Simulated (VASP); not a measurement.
# Zn (I4_1/amd) in VASP: relaxation of cell and atoms with PBEsol

Aim: the relaxation of cell and atoms of Zn with PBEsol.

Everything below comes from runs of VASP 6.6.1. Logs are shortened: lines on timing, memory, paths and dates and some standing lists are left out, and cuts for length are marked.

## 1. The cell of the first run

The structure is tetragonal, space group I4_1/amd (No. 141). The conventional cell has a = 4.851 Å, b = 4.851 Å, c = 2.647 Å, α = 90.00°, β = 90.00°, γ = 90.00°. Zn (site symmetry -4m2) has 10 Zn at 2.51 to 3.13 Å within 3.3 Å.

## 2. Relaxation of cell and atoms, PBEsol

File INCAR:

```
SYSTEM = Zn
ALGO = Fast ; EDIFF = 1E-6
EDIFFG = -0.01 ; ENCUT = 600
GGA = PS ; IBRION = 2
ISIF = 3 ; ISMEAR = 0
LASPH = .True. ; LCHARG = .False.
LREAL = .False. ; LWAVE = .False.
NELM = 80 ; NSW = 100
PREC = Accurate ; SIGMA = 0.1
```

File KPOINTS:

```
k-points
0
Gamma
  24 24 24
  0 0 0
```

File POSCAR:

```
Zn
1.0
   -2.4256828237      2.4256828237      1.3232547571
    2.4256828237     -2.4256828237      1.3232547571
    2.4256828237      2.4256828237     -1.3232547571
Zn
2
Direct
    0.0000000000      0.0000000000      0.0000000000
    0.7500000000      0.2500000000      0.5000000000
```

Potentials or basis: VASP PAW PBE potentials, release 64 (Zn).

Command:

```
$ cat potpaw_PBE.64/Zn/POTCAR > POTCAR
$ mpirun -np 1 vasp_std > vasp.out
```

OUTCAR:

```text
SYSTEM = Zn
   EDIFF = 1E-6
   EDIFFG = -0.01
   ENCUT = 600
   GGA = PS
   IBRION = 2
   ISIF = 3
   ISMEAR = 0
   LASPH = .True.
   LREAL = .False.
   NELM = 80
   NSW = 100
   PREC = Accurate

 ion  position               nearest neighbor table
   1  0.000  0.000  0.000-   2 2.51   2 2.51   2 2.51   2 2.51
   2  0.750  0.250  0.500-   1 2.51   1 2.51   1 2.51   1 2.51

  LATTYP: Found a body centered tetragonal cell.
 ALAT       =     4.8513656474
 C/A-ratio  =     0.5455184595

  Lattice vectors:

 A1 = (  -2.4256828237,   2.4256828237,   1.3232547571)
 A2 = (   2.4256828237,  -2.4256828237,   1.3232547571)
 A3 = (   2.4256828237,   2.4256828237,  -1.3232547571)

Analysis of symmetry for initial positions (statically):
=====================================================================
 Subroutine PRICEL returns:
 Original cell was already a primitive cell.

 Routine SETGRP: Setting up the symmetry group for a
 body centered tetragonal supercell.

 Subroutine GETGRP returns: Found 16 space group operations
 (whereof  8 operations were pure point group operations)
 out of a pool of 16 trial point group operations.

The static configuration has the point symmetry D_2d.
 The point group associated with its full space group is D_4h.

Analysis of symmetry for dynamics (positions and initial velocities):
=====================================================================
 Subroutine PRICEL returns:
 Original cell was already a primitive cell.

 Routine SETGRP: Setting up the symmetry group for a
 body centered tetragonal supercell.

 Subroutine GETGRP returns: Found 16 space group operations
 (whereof  8 operations were pure point group operations)
 out of a pool of 16 trial point group operations.

The dynamic configuration has the point symmetry D_2d.
 The point group associated with its full space group is D_4h.

 Subroutine INISYM returns: Found 16 space group operations
 (whereof  8 operations are pure point group operations),
 and found     1 'primitive' translations

----------------------------------------------------------------------------------------

                                     Primitive cell

  volume of cell :      31.1438

  direct lattice vectors                    reciprocal lattice vectors
    -2.425682824  2.425682824  1.323254757     0.000000000  0.206127526  0.377856189
     2.425682824 -2.425682824  1.323254757     0.206127526  0.000000000  0.377856189
     2.425682824  2.425682824 -1.323254757     0.206127526  0.206127526  0.000000000

  length of vectors
     3.676802616  3.676802616  3.676802616     0.430422881  0.430422881  0.291508343

  position of ions in fractional coordinates (direct lattice)
     0.000000000  0.000000000  0.000000000
     0.750000000  0.250000000  0.500000000

  ion indices of the primitive-cell ions
   primitive index   ion index
                 1           1
                 2           2

----------------------------------------------------------------------------------------

 KPOINTS: k-points

Automatic generation of k-mesh.
 Grid dimensions read from file:
 generate k-points for:   24   24   24

 Generating k-lattice:

  Cartesian coordinates                     Fractional coordinates (reciprocal lattice)
     0.000000000  0.008588647  0.015744008     0.041666667  0.000000000 -0.000000000
     0.008588647  0.000000000  0.015744008     0.000000000  0.041666667 -0.000000000
     0.008588647  0.008588647  0.000000000     0.000000000  0.000000000  0.041666667

  Length of vectors
     0.017934287  0.017934287  0.012146181

  Shift w.r.t. Gamma in fractional coordinates (k-lattice)
     0.000000000  0.000000000  0.000000000

 Subroutine IBZKPT returns following result:
 ===========================================

 Found   1063 irreducible k-points:

 Following reciprocal coordinates:
            Coordinates               Weight
  0.000000  0.000000  0.000000      1.000000
  0.041667 -0.000000  0.000000      8.000000
  0.083333 -0.000000  0.000000      8.000000
  0.125000 -0.000000  0.000000      8.000000
  0.166667  0.000000 -0.000000      8.000000
  0.208333 -0.000000  0.000000      8.000000
[... 16 lines left out ...]
  0.416667  0.041667  0.000000     16.000000
  0.458333  0.041667  0.000000     16.000000
 [... further k-points ...]
   k-points           NKPTS =   1063   k-points in BZ     NKDIM =   1063   number of bands    NBANDS=     16
   number of dos      NEDOS =    301   number of ions     NIONS =      2
   total plane-waves  NPLWV =  27000
   dimension x,y,z NGX =    30 NGY =   30 NGZ =   30
   dimension x,y,z NGXF=    60 NGYF=   60 NGZF=   60
   ions per type =               2
   NGX,Y,Z   is equivalent  to a cutoff of  13.56, 13.56, 13.56 a.u.
   NGXF,Y,Z  is equivalent  to a cutoff of  27.13, 27.13, 27.13 a.u.
 SYSTEM =  Zn
   PREC   = accura    normal or accurate (medium, high low for compatibility)
   ISTART =      0    job   : 0-new  1-cont  2-samecut
   ICHARG =      2    charge: 1-file 2-atom 10-const
   ISPIN  =      1    spin polarized calculation?
   LNONCOLLINEAR =      F non collinear calculations
   LSORBIT =      F    spin-orbit coupling
   LASPH  =      T    aspherical Exc in radial PAW
   ENCUT  =  600.0 eV  44.10 Ry    6.64 a.u.   7.34  7.34  7.34*2*pi/ulx,y,z
   NELM   =     80;   NELMIN=  2; NELMDL= -5     # of ELM steps
   EDIFF  = 0.1E-05   stopping-criterion for ELM
   LREAL  =      F    real-space projection
   EDIFFG = -.1E-01   stopping-criterion for IOM
   NSW    =    100    number of steps for IOM
   IBRION =      2    ionic relax: 0-MD 1-quasi-New 2-CG
   NFREE  =      1    steps in history (QN), initial steepest desc. (CG)
   ISIF   =      3    stress and relaxation
   ISYM   =      2    0-nonsym 1-usesym 2-fastsym
   POTIM  = 0.5000    time-step for ionic-motion
   TEBEG  =    0.0;   TEEND  =   0.0 temperature during run
   PSTRESS=    0.0 pullay stress
   NELECT =      24.0000    total number of electrons
   NUPDOWN=      -1.0000    fix difference up-down
   EMIN   =  10.00;   EMAX   =-10.00  energy-range for DOS
   EFERMI =   0.00;   METHOD = LEGACY
   ISMEAR =     0;   SIGMA  =   0.10  broadening in eV -4-tet -1-fermi 0-gaus
   EFERMI_NEDOS =   21; number of points for ismear=-14 and -15
   IALGO  =     68    algorithm
   IMIX   =      4    mixing-type and parameters
     AMIX     =   0.40;   BMIX     =  1.00
     AMIX_MAG =   1.60;   BMIX_MAG =  1.00
  volume/ion in A,a.u.               =      15.57       105.08
  Fermi-wavevector in a.u.,A,eV,Ry     =   1.500910  2.836309 30.650278  2.252732
  Thomas-Fermi vector in A             =   2.612349
   LORBIT       =      0    0 simple, 1 ext, 2 COOP (PROOUT), +10 PAW based schemes
   GGA     = PS    functional components
   LHFCALC =     F    Hartree Fock is set to
   AEXX    =    0.0000 exact exchange contribution
   IVDW    =     0    specifies the selected vdW correction
   LEPSILON=     F    determine dielectric tensor
   LRPA    =     F    only Hartree local field effects (RPA)
 conjugate gradient relaxation of ions
 non-spin polarized calculation
 RMM-DIIS sequential band-by-band and
 Gauss-broadening in eV      SIGMA  =   0.10
  energy-cutoff  :      600.00
  volume of cell :       31.14
 maximum number of plane-waves:      1063
 NGX is ok and might be reduce to    30
   NGX = 15   NGY = 15   NGZ = 15

--------------------------------------- Ionic step        1  -------------------------------------------

 number of electron      23.9999983 magnetization

 Free energy of the ion-electron system (eV)
  ---------------------------------------------------
  ext. energy  EPLUGINS =         0.00000000
  ---------------------------------------------------
  free energy    TOTEN  =        -2.66266649 eV

  energy without entropy =       -2.65931126  energy(sigma->0) =       -2.66098888

------------------------ aborting loop because EDIFF is reached ----------------------------------------

  FORCE on cell =-STRESS in cart. coord.  units (eV):
  Direction    XX          YY          ZZ          XY          YZ          ZX
  --------------------------------------------------------------------------------------
  -------------------------------------------------------------------------------------
  Total        1.0327805      1.0327805     -0.1115472      0.0000000      0.0000000      0.0000000
  in kB       53.1308969     53.1308969     -5.7384900      0.0000000      0.0000000      0.0000000
  external PRESSURE =      33.5077680 kB  Pullay stress =       0.0000000 kB
[... 89 lines left out ...]
  FREE ENERGIE OF THE ION-ELECTRON SYSTEM (eV)
  ---------------------------------------------------
  free  energy   TOTEN  =        -2.6923884064 eV

  energy  without entropy=       -2.6887599453  energy(sigma->0) =       -2.69057418

[... ionic steps 4 to 11 ...]

--------------------------------------- Ionic step       12  -------------------------------------------

 number of electron      23.9999982 magnetization

------------------------ aborting loop because EDIFF is reached ----------------------------------------

  FORCE on cell =-STRESS in cart. coord.  units (eV):
  Direction    XX          YY          ZZ          XY          YZ          ZX
  --------------------------------------------------------------------------------------
  -------------------------------------------------------------------------------------
  Total       -0.0468783     -0.0468783     -0.0418023      0.0000000      0.0000000      0.0000000
  in kB       -2.3207710     -2.3207710     -2.0694788      0.0000000      0.0000000      0.0000000
  external PRESSURE =      -2.2370069 kB  Pullay stress =       0.0000000 kB
[... 57 lines left out ...]
  energy  without entropy=       -2.7155109730  energy(sigma->0) =       -2.71701207

--------------------------------------- Ionic step       14  -------------------------------------------

 number of electron      23.9999982 magnetization

 Free energy of the ion-electron system (eV)
  ---------------------------------------------------
  ext. energy  EPLUGINS =         0.00000000
  ---------------------------------------------------
  free energy    TOTEN  =        -2.71851439 eV

  energy without entropy =       -2.71551250  energy(sigma->0) =       -2.71701344

 E-fermi :   2.4028     XC(G=0): -11.3364

 val. band max:        2.3987411191   @ k =  -0.4583   0.5000   0.2500
 cond. band min:       2.4047944935   @ k =  -0.2083  -0.3333   0.1667
 fundamental gap:      0.0060533745
 Fermi energy:         2.4027971357

 k-point     1 :       0.0000    0.0000    0.0000
  band No.  band energies     occupation
      1      -7.4605      2.00000
      2      -5.7422      2.00000
      3      -5.6943      2.00000
      4      -5.6515      2.00000
      5      -5.5966      2.00000
      6      -4.6030      2.00000
[... 8 lines left out ...]
     15       8.5501      0.00000
     16      15.1706      0.00000
[... 420 lines left out ...]
  band No.  band energies     occupation
      1      -5.6405      2.00000
      2      -5.6370      2.00000
      3      -5.4351      2.00000
      4      -5.2954      2.00000
      5      -5.0638      2.00000
      6      -4.9838      2.00000
[... 8 lines left out ...]
     15       7.2914      0.00000
     16       9.2816      0.00000

 [... further k-points ...]

------------------------ aborting loop because EDIFF is reached ----------------------------------------

  FORCE on cell =-STRESS in cart. coord.  units (eV):
  Direction    XX          YY          ZZ          XY          YZ          ZX
  --------------------------------------------------------------------------------------
  -------------------------------------------------------------------------------------
  Total       -0.0134410     -0.0134410     -0.0095711      0.0000000      0.0000000      0.0000000
  in kB       -0.6655457     -0.6655457     -0.4739204      0.0000000      0.0000000      0.0000000
  external PRESSURE =      -0.6016706 kB  Pullay stress =       0.0000000 kB
[... 17 lines left out ...]
  FREE ENERGIE OF THE ION-ELECTRON SYSTEM (eV)
  ---------------------------------------------------
  free  energy   TOTEN  =        -2.7185143933 eV

  energy  without entropy=       -2.7155124966  energy(sigma->0) =       -2.71701344

 reached required accuracy - stopping structural energy minimisation
```

Wall time 55 min (1 thread of Oxide Virtual Turin-like, shared host); peak memory 0.62 GiB.

What came out:

* Free energy: -2.7185 eV
* Relaxed volume: 16.18 Å³/atom
* Relaxed cell: a = 3.810 Å, b = 3.810 Å, c = 3.810 Å, α = 96.16°, β = 96.16°, γ = 141.76°
* Space group after relaxing (to 0.1 Å): I4_1/amd (No. 141)
* Energy gained by relaxing: 27.9 meV/atom
* Ionic steps: 14
* Pressure after relaxing: -0.1 GPa
* Band gap on the k mesh: zero (bands 12 and 13 overlap by 7.22 eV)

Step by step:
```tsv
step	energy change (eV)	largest force (eV/Å)	pressure (GPa)	volume (Å³)
1	0.0000	0.0000	3.35	31.14
2	-0.0283	0.0000	-0.40	32.63
3	-0.0297	0.0000	-1.40	33.05
4	-0.0452	0.0000	-0.98	32.79
5	-0.0393	0.0000	1.56	31.91
6	-0.0547	0.0000	-0.36	32.49
7	-0.0558	0.0000	-0.26	32.38
8	-0.0558	0.0000	-0.15	32.34
9	-0.0558	0.0000	0.13	32.36
10	-0.0557	0.0000	-0.31	32.44
11	-0.0558	0.0000	-0.35	32.38
12	-0.0558	0.0000	-0.22	32.36
13	-0.0558	0.0000	-0.14	32.36
14	-0.0558	0.0000	-0.06	32.36
```

Final structure:
```
Zn
1.0
    -2.54578    2.54578    1.24814
     2.54578   -2.54578    1.24814
     2.54578    2.54578   -1.24814
Zn
2
Direct
  0.00000 0.00000 0.00000
  0.75000 0.25000 0.50000
```

Levels at points of the mesh, in eV from the Fermi level:
| k point | band 10 | band 11 | band 12 | band 13 | band 14 | band 15 |
| --- | --- | --- | --- | --- | --- | --- |
| (0.00, 0.00, 0.00) | -6.91 | -6.69 | 1.18 | 1.18 | 2.89 | 6.15 |
| (0.50, 0.00, 0.00) | -6.69 | -2.12 | -1.02 | 2.50 | 3.76 | 4.67 |
| (0.50, 0.50, 0.00) | -6.93 | -6.29 | -6.29 | 4.94 | 4.94 | 6.71 |
| (0.50, 0.50, 0.50) | -6.98 | -3.35 | -3.35 | -3.04 | -3.04 | 15.24 |

Caveat: the PAW data sets were made with another functional, which shifts forces and pressure a little.
